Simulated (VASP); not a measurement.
# GaAs (F-43m) in VASP: a series of runs

GaAs is run at these levels: HF, PBE0, r2SCAN, PBE-based screened hybrid with 25 % exact exchange; tasks: single point.

Program: VASP 6.6.1. These are calculated values, not measurements. Logs are shortened: lines on timing, memory, paths and dates and some standing lists are left out, and cuts for length are marked.

**Measured values to compare with.**

“Evidence of valence band perturbations in GaAsN/GaAs(001): A combined variable-angle spectroscopic ellipsometry and modulated photoreflectance investigation”, 2008, arxiv:0805.2212 reports, for a bulk crystal of GaAs at 300 K: band gap 1.412 ± 0.01 eV (direct).

How close the calculation comes is told below.

### Step 1. The cell of the first run

The structure is cubic, space group F-43m (No. 216). The conventional cell has a = 5.765 Å, b = 5.765 Å, c = 5.765 Å, α = 90.00°, β = 90.00°, γ = 90.00°. As (site symmetry -43m) has 4 Ga at 2.50 Å within 3.3 Å. Within 3.3 Å of Ga (site symmetry -43m) lie 4 As at 2.50 Å.

### Step 2. Single point, HF

Input file POSCAR:

```
GaAs
1.0
    0.0000000000      2.8822925071      2.8822925071
    2.8822925071      0.0000000000      2.8822925071
    2.8822925071      2.8822925071      0.0000000000
As Ga
1 1
Direct
    0.7500000000      0.7500000000      0.7500000000
    0.0000000000      0.0000000000      0.0000000000
```

Input file INCAR.step1:

```
SYSTEM = GaAs
ALGO = Normal ; EDIFF = 1E-5
ENCUT = 520 ; GGA = PE
ISIF = 2 ; ISMEAR = -1
LASPH = .TRUE. ; LCHARG = .FALSE.
LREAL = .FALSE. ; LWAVE = .TRUE.
NBANDS = 16 ; NELM = 100
PREC = Accurate ; SIGMA = 0.05
```

Input file INCAR.step2:

```
SYSTEM = GaAs
AEXX = 1.0 ; AGGAC = 0.0
ALDAC = 0.0 ; ALGO = Normal
EDIFF = 1E-6 ; ENCUT = 520
GGA = PE ; ISIF = 2
ISMEAR = -1 ; ISTART = 1
LASPH = .TRUE. ; LCHARG = .FALSE.
LHFCALC = .TRUE. ; LREAL = .FALSE.
LWAVE = .FALSE. ; NBANDS = 16
NELM = 100 ; PREC = Accurate
PRECFOCK = Normal ; SIGMA = 0.05
```

Input file KPOINTS:

```
k-points
0
G
  4 4 4
  0 0 0
```

Potentials or basis: VASP PAW PBE potentials, release 64 (As, Ga_d).

On the command line:

```
$ cat potpaw_PBE.64/As/POTCAR potpaw_PBE.64/Ga_d/POTCAR > POTCAR
$ cp INCAR.step1 INCAR
$ mpirun -np 1 vasp_std > vasp.out
$ cp INCAR.step2 INCAR
$ mpirun -np 1 vasp_std > vasp.out
```

OUTCAR:

```text
SYSTEM = GaAs
   AEXX = 1.0
   EDIFF = 1E-6
   ENCUT = 520
   GGA = PE
   ISIF = 2
   ISMEAR = -1
   ISTART = 1
   LASPH = .TRUE.
   LHFCALC = .TRUE.
   LREAL = .FALSE.
   NELM = 100
   PREC = Accurate
   PRECFOCK = Normal

 ion  position               nearest neighbor table
   1  0.750  0.750  0.750-   2 2.50   2 2.50   2 2.50   2 2.50
   2  0.000  0.000  0.000-   1 2.50   1 2.50   1 2.50   1 2.50

  LATTYP: Found a face centered cubic cell.
 ALAT       =     5.7645850142

  Lattice vectors:

 A1 = (   0.0000000000,   2.8822925071,   2.8822925071)
 A2 = (   2.8822925071,   0.0000000000,   2.8822925071)
 A3 = (   2.8822925071,   2.8822925071,   0.0000000000)

Analysis of symmetry for initial positions (statically):
=====================================================================
 Subroutine PRICEL returns:
 Original cell was already a primitive cell.

 Routine SETGRP: Setting up the symmetry group for a
 face centered cubic supercell.

 Subroutine GETGRP returns: Found 24 space group operations
 (whereof 24 operations were pure point group operations)
 out of a pool of 48 trial point group operations.

The static configuration has the point symmetry T_d .

Analysis of symmetry for dynamics (positions and initial velocities):
=====================================================================
 Subroutine PRICEL returns:
 Original cell was already a primitive cell.

 Routine SETGRP: Setting up the symmetry group for a
 face centered cubic supercell.

 Subroutine GETGRP returns: Found 24 space group operations
 (whereof 24 operations were pure point group operations)
 out of a pool of 48 trial point group operations.

The dynamic configuration has the point symmetry T_d .

 Subroutine INISYM returns: Found 24 space group operations
 (whereof 24 operations are pure point group operations),
 and found     1 'primitive' translations

----------------------------------------------------------------------------------------

                                     Primitive cell

  volume of cell :      47.8899

  direct lattice vectors                    reciprocal lattice vectors
     0.000000000  2.882292507  2.882292507    -0.173473025  0.173473025  0.173473025
     2.882292507  0.000000000  2.882292507     0.173473025 -0.173473025  0.173473025
     2.882292507  2.882292507  0.000000000     0.173473025  0.173473025 -0.173473025

  length of vectors
     4.076177154  4.076177154  4.076177154     0.300464093  0.300464093  0.300464093

  position of ions in fractional coordinates (direct lattice)
     0.750000000  0.750000000  0.750000000
     0.000000000  0.000000000  0.000000000

  ion indices of the primitive-cell ions
   primitive index   ion index
                 1           1
                 2           2

----------------------------------------------------------------------------------------

 KPOINTS: k-points

Automatic generation of k-mesh.
 Grid dimensions read from file:
 generate k-points for:    4    4    4

 Generating k-lattice:

  Cartesian coordinates                     Fractional coordinates (reciprocal lattice)
    -0.043368256  0.043368256  0.043368256     0.250000000  0.000000000  0.000000000
     0.043368256 -0.043368256  0.043368256     0.000000000  0.250000000  0.000000000
     0.043368256  0.043368256 -0.043368256     0.000000000  0.000000000  0.250000000

  Length of vectors
     0.075116023  0.075116023  0.075116023

  Shift w.r.t. Gamma in fractional coordinates (k-lattice)
     0.000000000  0.000000000  0.000000000

 Subroutine IBZKPT returns following result:
 ===========================================

 Found      8 irreducible k-points:

 Following reciprocal coordinates:
            Coordinates               Weight
  0.000000  0.000000  0.000000      1.000000
  0.250000  0.000000  0.000000      8.000000
  0.500000  0.000000  0.000000      4.000000
  0.250000  0.250000  0.000000      6.000000
  0.500000  0.250000  0.000000     24.000000
 -0.250000  0.250000  0.000000     12.000000
  0.500000  0.500000  0.000000      3.000000
 -0.250000  0.500000  0.250000      6.000000
   k-points           NKPTS =      8   k-points in BZ     NKDIM =     64   number of bands    NBANDS=     16
   number of dos      NEDOS =    301   number of ions     NIONS =      2
   total plane-waves  NPLWV =  27000
   dimension x,y,z NGX =    30 NGY =   30 NGZ =   30
   dimension x,y,z NGXF=    60 NGYF=   60 NGZF=   60
   ions per type =               1   1
   NGX,Y,Z   is equivalent  to a cutoff of  12.24, 12.24, 12.24 a.u.
   NGXF,Y,Z  is equivalent  to a cutoff of  24.47, 24.47, 24.47 a.u.
 SYSTEM =  GaAs
   PREC   = accura    normal or accurate (medium, high low for compatibility)
   ISTART =      1    job   : 0-new  1-cont  2-samecut
   ICHARG =      0    charge: 1-file 2-atom 10-const
   ISPIN  =      1    spin polarized calculation?
   LNONCOLLINEAR =      F non collinear calculations
   LSORBIT =      F    spin-orbit coupling
   LASPH  =      T    aspherical Exc in radial PAW
   ENCUT  =  520.0 eV  38.22 Ry    6.18 a.u.   7.58  7.58  7.58*2*pi/ulx,y,z
   NELM   =    100;   NELMIN=  2; NELMDL=  0     # of ELM steps
   EDIFF  = 0.1E-05   stopping-criterion for ELM
   LREAL  =      F    real-space projection
   EDIFFG = 0.1E-04   stopping-criterion for IOM
   NSW    =      0    number of steps for IOM
   IBRION =     -1    ionic relax: 0-MD 1-quasi-New 2-CG
   NFREE  =      0    steps in history (QN), initial steepest desc. (CG)
   ISIF   =      2    stress and relaxation
   ISYM   =      3    0-nonsym 1-usesym 2-fastsym
   POTIM  = 0.5000    time-step for ionic-motion
   TEBEG  =    0.0;   TEEND  =   0.0 temperature during run
   PSTRESS=    0.0 pullay stress
   NELECT =      18.0000    total number of electrons
   NUPDOWN=      -1.0000    fix difference up-down
   EMIN   =  10.00;   EMAX   =-10.00  energy-range for DOS
   EFERMI =   0.00;   METHOD = LEGACY
   ISMEAR =    -1;   SIGMA  =   0.05  broadening in eV -4-tet -1-fermi 0-gaus
   EFERMI_NEDOS =   21; number of points for ismear=-14 and -15
   IALGO  =     38    algorithm
   IMIX   =      1    mixing-type and parameters
     AMIX     =   0.40;   BMIX     =  1.00
     AMIX_MAG =   1.60;   BMIX_MAG =  1.00
  volume/ion in A,a.u.               =      23.94       161.59
  Fermi-wavevector in a.u.,A,eV,Ry     =   1.181456  2.232628 18.991538  1.395839
  Thomas-Fermi vector in A             =   2.317729
   LORBIT       =      0    0 simple, 1 ext, 2 COOP (PROOUT), +10 PAW based schemes
   GGA     = PE    functional components
   LHFCALC =     T    Hartree Fock is set to
   PRECFOCK=normal    Normal, Fast or Accurate (Low or Medium for compatibility)
   ENCUT4O =  -1.0   cutoff for four orbital integrals eV
   NKREDX  =     1    reduce k-point grid by
   NKREDY  =     1    reduce k-point grid by
   NKREDZ  =     1    reduce k-point grid by
   AEXX    =    1.0000 exact exchange contribution
   HFSCREEN=    0.0000 screening length (either q_TF or 0.3 A-1)
   HFSCREENC=   0.0000 screening length for correlation (either q_TF or 0.3 A-1)
   ENCUTFOCK=  -1.0 apply spherical cutoff to Coloumb kernel
   IVDW    =     0    specifies the selected vdW correction
   LEPSILON=     F    determine dielectric tensor
   LRPA    =     F    only Hartree local field effects (RPA)
 non-spin polarized calculation
  energy-cutoff  :      520.00
  volume of cell :       47.89
 maximum number of plane-waves:      1308
  NGX = 24; NGY = 24; NGZ = 24

 number of electron      17.9999993 magnetization

 Free energy of the ion-electron system (eV)
  ---------------------------------------------------
  ext. energy  EPLUGINS =         0.00000000
  ---------------------------------------------------
  free energy    TOTEN  =       -16.36013874 eV

  energy without entropy =      -16.36013874  energy(sigma->0) =      -16.36013874

 E-fermi :   2.3815     XC(G=0):   0.0000

 val. band max:        1.2976114680   @ k =   0.0000   0.0000   0.0000
 cond. band min:       8.5472789678   @ k =   0.0000   0.0000   0.0000
 fundamental gap:      7.2496674997
 Fermi energy:         2.3815248944

 k-point     1 :       0.0000    0.0000    0.0000
  band No.  band energies     occupation
      1     -23.7200      2.00000
      2     -23.7200      2.00000
      3     -23.7200      2.00000
      4     -23.6325      2.00000
      5     -23.6325      2.00000
      6     -15.7265      2.00000
[... 8 lines left out ...]
     15      18.5980      0.00000
     16      18.5980      0.00000

 k-point     2 :       0.2500    0.0000    0.0000
  band No.  band energies     occupation
      1     -23.7292      2.00000
      2     -23.7131      2.00000
      3     -23.7131      2.00000
      4     -23.6329      2.00000
      5     -23.6329      2.00000
      6     -14.8622      2.00000
[... 8 lines left out ...]
     15      17.3548      0.00000
     16      17.3807      0.00000

 k-point     3 :       0.5000    0.0000    0.0000
  band No.  band energies     occupation
      1     -23.7384      2.00000
      2     -23.7068      2.00000
      3     -23.7068      2.00000
      4     -23.6325      2.00000
      5     -23.6325      2.00000
      6     -13.5354      2.00000
[... 8 lines left out ...]
     15      20.9412      0.00000
     16      20.9412      0.00000

 k-point     4 :       0.2500    0.2500    0.0000
  band No.  band energies     occupation
      1     -23.7402      2.00000
      2     -23.7058      2.00000
      3     -23.7058      2.00000
      4     -23.6378      2.00000
      5     -23.6298      2.00000
      6     -14.5575      2.00000
[... 8 lines left out ...]
     15      19.7968      0.00000
     16      20.3733      0.00000

 k-point     5 :       0.5000    0.2500    0.0000
  band No.  band energies     occupation
      1     -23.7476      2.00000
      2     -23.7000      2.00000
      3     -23.6987      2.00000
      4     -23.6385      2.00000
      5     -23.6300      2.00000
      6     -13.1542      2.00000
[... 8 lines left out ...]
     15      20.9992      0.00000
     16      21.5134      0.00000

 k-point     6 :      -0.2500    0.2500    0.0000
  band No.  band energies     occupation
      1     -23.7402      2.00000
      2     -23.7053      2.00000
      3     -23.7037      2.00000
      4     -23.6339      2.00000
      5     -23.6334      2.00000
      6     -13.6712      2.00000
[... 8 lines left out ...]
     15      19.3800      0.00000
     16      21.6563      0.00000

 k-point     7 :       0.5000    0.5000    0.0000
  band No.  band energies     occupation
      1     -23.7591      2.00000
      2     -23.6911      2.00000
      3     -23.6911      2.00000
      4     -23.6444      2.00000
      5     -23.6269      2.00000
      6     -12.5890      2.00000
[... 8 lines left out ...]
     15      22.0904      0.00000
     16      22.7246      0.00000

 k-point     8 :      -0.2500    0.5000    0.2500
  band No.  band energies     occupation
      1     -23.7504      2.00000
      2     -23.7007      2.00000
      3     -23.6918      2.00000
      4     -23.6391      2.00000
      5     -23.6309      2.00000
      6     -12.5363      2.00000
[... 8 lines left out ...]
     15      21.4573      0.00000
     16      22.2906      0.00000

------------------------ aborting loop because EDIFF is reached ----------------------------------------

  FORCE on cell =-STRESS in cart. coord.  units (eV):
  Direction    XX          YY          ZZ          XY          YZ          ZX
  --------------------------------------------------------------------------------------
  -------------------------------------------------------------------------------------
  Total       -0.4510497     -0.4510497     -0.4510497     -0.0000000      0.0000000      0.0000000
  in kB      -15.0900540    -15.0900540    -15.0900540     -0.0000000      0.0000000      0.0000000
  external PRESSURE =     -15.0900540 kB  Pullay stress =       0.0000000 kB

 VOLUME and BASIS-vectors are now :
 -----------------------------------------------------------------------------
  energy-cutoff  :      520.00
  volume of cell :       47.89
      direct lattice vectors                 reciprocal lattice vectors
     0.000000000  2.882292507  2.882292507    -0.173473025  0.173473025  0.173473025
     2.882292507  0.000000000  2.882292507     0.173473025 -0.173473025  0.173473025
     2.882292507  2.882292507  0.000000000     0.173473025  0.173473025 -0.173473025

 POSITION                                       TOTAL-FORCE (eV/Angst)
 -----------------------------------------------------------------------------------
      4.32344      4.32344      4.32344         0.000000      0.000000      0.000000
      0.00000      0.00000      0.00000        -0.000000     -0.000000     -0.000000
 -----------------------------------------------------------------------------------
    total drift:                                0.000037      0.000047      0.000025

  FREE ENERGIE OF THE ION-ELECTRON SYSTEM (eV)
  ---------------------------------------------------
  free  energy   TOTEN  =       -16.3601387420 eV

  energy  without entropy=      -16.3601387420  energy(sigma->0) =      -16.36013874
```

Run time: 18 min. Hardware: 1 thread of Intel Xeon 8259CL, shared host; peak memory 0.18 GiB.

What came out:

```
Free energy            : -16.3601 eV
Pressure               : -1.5 GPa
Band gap on the k mesh : 7.25 eV
```

Caveat: the k points lie up to 0.47 Å⁻¹ apart; the PAW data sets were made with another functional, which shifts forces and pressure a little.

(Continued in part 2 of 2.)
